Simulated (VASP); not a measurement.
# In (Im-3m) in VASP: notebook

The runs below take In through single point, with PBE.

All numbers are computed with VASP 6.6.1; they aren't measurements. Logs are shortened: lines on timing, memory, paths and dates and some standing lists are left out, and cuts for length are marked.

**1. The cell of the first run**

Symmetry: Im-3m, No. 229, cubic system. Conventional cell: a = 3.737 Å, b = 3.737 Å, c = 3.737 Å, α = 90.00°, β = 90.00°, γ = 90.00°. In (site symmetry m-3m) has 14 In at 3.24 to 3.74 Å within 4.3 Å.

This isn't the form of In at room conditions, which is tetragonal.

**2. Single point, PBE**

Contents of INCAR:

```
  ALGO = Normal
  EDIFF = 1E-6
  ENCUT = 520
  GGA = PE
  ISIF = 2
  ISMEAR = -1
  LASPH = True
  LCHARG = False
  LREAL = False
  LWAVE = False
  NBANDS = 12
  NELM = 60
  PREC = Accurate
  SIGMA = 0.06122561905347299
```

Contents of KPOINTS:

```
k-points
0
Gamma
  20 20 20
```

Contents of POSCAR:

```
In
1.0
   -1.8686562023      1.8686562023      1.8686562023
    1.8686562023     -1.8686562023      1.8686562023
    1.8686562023      1.8686562023     -1.8686562023
In
1
Direct
    0.0000000000      0.0000000000      0.0000000000
```

Potentials or basis: VASP PAW PBE potentials, release 64 (In_d).

Command:

```bash
> cat potpaw_PBE.64/In_d/POTCAR > POTCAR
> mpirun -np 1 vasp_std > vasp.out
```

OUTCAR:

```text
EDIFF = 1E-6
   ENCUT = 520
   GGA = PE
   ISIF = 2
   ISMEAR = -1
   LASPH = True
   LREAL = False
   NELM = 60
   PREC = Accurate

 ion  position               nearest neighbor table
   1  0.000  0.000  0.000-

  LATTYP: Found a body centered cubic cell.
 ALAT       =     3.7373124046

  Lattice vectors:

 A1 = (  -1.8686562023,   1.8686562023,   1.8686562023)
 A2 = (   1.8686562023,  -1.8686562023,   1.8686562023)
 A3 = (   1.8686562023,   1.8686562023,  -1.8686562023)

Analysis of symmetry for initial positions (statically):
=====================================================================
 Subroutine PRICEL returns:
 Original cell was already a primitive cell.

 Routine SETGRP: Setting up the symmetry group for a
 body centered cubic supercell.

 Subroutine GETGRP returns: Found 48 space group operations
 (whereof 48 operations were pure point group operations)
 out of a pool of 48 trial point group operations.

The static configuration has the point symmetry O_h .

Analysis of symmetry for dynamics (positions and initial velocities):
=====================================================================
 Subroutine PRICEL returns:
 Original cell was already a primitive cell.

 Routine SETGRP: Setting up the symmetry group for a
 body centered cubic supercell.

 Subroutine GETGRP returns: Found 48 space group operations
 (whereof 48 operations were pure point group operations)
 out of a pool of 48 trial point group operations.

The dynamic configuration has the point symmetry O_h .

 Subroutine INISYM returns: Found 48 space group operations
 (whereof 48 operations are pure point group operations),
 and found     1 'primitive' translations

----------------------------------------------------------------------------------------

                                     Primitive cell

  volume of cell :      26.1005

  direct lattice vectors                    reciprocal lattice vectors
    -1.868656202  1.868656202  1.868656202     0.000000000  0.267571959  0.267571959
     1.868656202 -1.868656202  1.868656202     0.267571959  0.000000000  0.267571959
     1.868656202  1.868656202 -1.868656202     0.267571959  0.267571959  0.000000000

  length of vectors
     3.236607484  3.236607484  3.236607484     0.378403893  0.378403893  0.378403893

  position of ions in fractional coordinates (direct lattice)
     0.000000000  0.000000000  0.000000000
[... 81 lines left out ...]
   NFREE  =      0    steps in history (QN), initial steepest desc. (CG)
   ISIF   =      2    stress and relaxation
   ISYM   =      2    0-nonsym 1-usesym 2-fastsym
   POTIM  = 0.5000    time-step for ionic-motion
   TEBEG  =    0.0;   TEEND  =   0.0 temperature during run
   PSTRESS=    0.0 pullay stress
   NELECT =      13.0000    total number of electrons
   NUPDOWN=      -1.0000    fix difference up-down
   EMIN   =  10.00;   EMAX   =-10.00  energy-range for DOS
   EFERMI =   0.00;   METHOD = LEGACY
   ISMEAR =    -1;   SIGMA  =   0.06  broadening in eV -4-tet -1-fermi 0-gaus
   EFERMI_NEDOS =   21; number of points for ismear=-14 and -15
   IALGO  =     38    algorithm
   IMIX   =      4    mixing-type and parameters
     AMIX     =   0.40;   BMIX     =  1.00
     AMIX_MAG =   1.60;   BMIX_MAG =  1.00
  volume/ion in A,a.u.               =      26.10       176.13
  Fermi-wavevector in a.u.,A,eV,Ry     =   1.297697  2.452291 22.912440  1.684017
  Thomas-Fermi vector in A             =   2.429073
   LORBIT       =      0    0 simple, 1 ext, 2 COOP (PROOUT), +10 PAW based schemes
   GGA     = PE    functional components
   LHFCALC =     F    Hartree Fock is set to
   AEXX    =    0.0000 exact exchange contribution
   IVDW    =     0    specifies the selected vdW correction
   LEPSILON=     F    determine dielectric tensor
   LRPA    =     F    only Hartree local field effects (RPA)
 non-spin polarized calculation
  energy-cutoff  :      520.00
  volume of cell :       26.10
 maximum number of plane-waves:       718
   NGX = 13   NGY = 13   NGZ = 13

 number of electron      12.9999993 magnetization

 Free energy of the ion-electron system (eV)
  ---------------------------------------------------
  ext. energy  EPLUGINS =         0.00000000
  ---------------------------------------------------
  free energy    TOTEN  =        -2.53931321 eV

  energy without entropy =       -2.53309428  energy(sigma->0) =       -2.53620374

 E-fermi :   7.5498     XC(G=0): -10.2661

 val. band max:        7.5363790579   @ k =  -0.3000   0.5000   0.1000
 cond. band min:       7.5572838999   @ k =  -0.3500  -0.4000   0.0500
 fundamental gap:      0.0209048419
 Fermi energy:         7.5498004353

 k-point     1 :       0.0000    0.0000    0.0000
  band No.  band energies     occupation
      1      -7.1348      2.00000
      2      -7.1348      2.00000
      3      -7.1348      2.00000
      4      -6.8553      2.00000
      5      -6.8553      2.00000
      6      -2.0042      2.00000
      7      18.6970      0.00000
      8      18.6970      0.00000
      9      18.6970      0.00000
     10      20.5670      0.00000
     11      20.5670      0.00000
     12      20.5670      0.00000
[... 331 lines left out ...]
 k-point    24 :       0.2500    0.1000    0.0000
  band No.  band energies     occupation
      1      -7.1959      2.00000
      2      -7.1189      2.00000
      3      -6.9002      2.00000
      4      -6.8662      2.00000
      5      -6.8375      2.00000
      6       0.3070      2.00000
      7       9.7701      0.00000
      8      13.1623      0.00000
      9      15.1896      0.00000
     10      18.6910      0.00000
     11      20.2809      0.00000
     12      21.3540      0.00000

 [... further k-points ...]

------------------------ aborting loop because EDIFF is reached ----------------------------------------

  FORCE on cell =-STRESS in cart. coord.  units (eV):
  Direction    XX          YY          ZZ          XY          YZ          ZX
  --------------------------------------------------------------------------------------
  -------------------------------------------------------------------------------------
  Total        0.4058590      0.4058590      0.4058590     -0.0000000     -0.0000000     -0.0000000
  in kB       24.9136640     24.9136640     24.9136640     -0.0000000     -0.0000000     -0.0000000
  external PRESSURE =      24.9136640 kB  Pullay stress =       0.0000000 kB

 VOLUME and BASIS-vectors are now :
 -----------------------------------------------------------------------------
  energy-cutoff  :      520.00
  volume of cell :       26.10
      direct lattice vectors                 reciprocal lattice vectors
    -1.868656202  1.868656202  1.868656202     0.000000000  0.267571959  0.267571959
     1.868656202 -1.868656202  1.868656202     0.267571959  0.000000000  0.267571959
     1.868656202  1.868656202 -1.868656202     0.267571959  0.267571959  0.000000000

 POSITION                                       TOTAL-FORCE (eV/Angst)
 -----------------------------------------------------------------------------------
      0.00000      0.00000      0.00000        -0.000000     -0.000000      0.000000
 -----------------------------------------------------------------------------------
    total drift:                               -0.000000      0.000000      0.000000

  FREE ENERGIE OF THE ION-ELECTRON SYSTEM (eV)
  ---------------------------------------------------
  free  energy   TOTEN  =        -2.5393132089 eV

  energy  without entropy=       -2.5330942801  energy(sigma->0) =       -2.53620374
```

stdout:

```text
POSCAR found type information on POSCAR In
 POSCAR found :  1 types and       1 ions
 scaLAPACK will be used
 LDA part: xc-table for (Slater+PW92), standard interpolation
 POSCAR, INCAR and KPOINTS ok, starting setup
 FFT: planning ... GRIDC
 FFT: planning ... GRID_SOFT
 FFT: planning ... GRID
 WAVECAR not read
 entering main loop
```

Wall time 74 s (1 thread of AMD EPYC 7R13, shared host); peak memory 0.17 GiB.

Results:

```yaml
Free_energy: -2.5393 eV
Pressure: 2.5 GPa
Band_gap_on_the_k_mesh: zero (an odd number of electrons rules out a gap without spin polarisation)
```

Caveat: spin-orbit coupling is left out, which moves the levels of the heavy elements.

**3. Single point, PBE**

This run uses another cell than the first one, of 26.66 Å³/atom.

Contents of INCAR:

```
ALGO = Normal
EDIFF = 1E-6
ENCUT = 520
GGA = PE
ISIF = 2
ISMEAR = -1
LASPH = T
LCHARG = T
LELF = T
LREAL = F
LVHAR = T
LWAVE = F
NBANDS = 12
NELM = 60
PREC = Accurate
SIGMA = 0.06122561905347299
```

KPOINTS is that of step 2.

Contents of POSCAR:

```
In
1.0
   -1.8818161866      1.8818161866      1.8818161866
    1.8818161866     -1.8818161866      1.8818161866
    1.8818161866      1.8818161866     -1.8818161866
In
1
Direct
    0.0000000000      0.0000000000      0.0000000000
```

Potentials or basis: VASP PAW PBE potentials, release 64 (In_d).

Command:

```bash
> cat potpaw_PBE.64/In_d/POTCAR > POTCAR
> mpirun -np 1 vasp_std > vasp.out
```

It took 68 s on 1 thread of AMD EPYC 7R13, shared host; peak memory 0.17 GiB.

The run converged. Its results:

| Property | Result |
| --- | --- |
| Free energy | -2.5465 eV |
| Pressure | 1.5 GPa |
| Band gap on the k mesh | zero (an odd number of electrons rules out a gap without spin polarisation) |

Levels at points of the mesh, in eV from the Fermi level:
| k point | band 4 | band 5 | band 6 | band 7 | band 8 | band 9 |
| --- | --- | --- | --- | --- | --- | --- |
| (0.00, 0.00, 0.00) | -14.39 | -14.39 | -9.41 | 10.92 | 10.92 | 10.92 |
| (0.50, 0.00, 0.00) | -14.40 | -14.23 | -3.91 | -3.11 | 5.84 | 7.27 |
| (0.50, 0.50, 0.50) | -14.27 | -14.27 | 0.91 | 1.27 | 1.27 | 1.27 |

Caveat: spin-orbit coupling is left out, which moves the levels of the heavy elements.
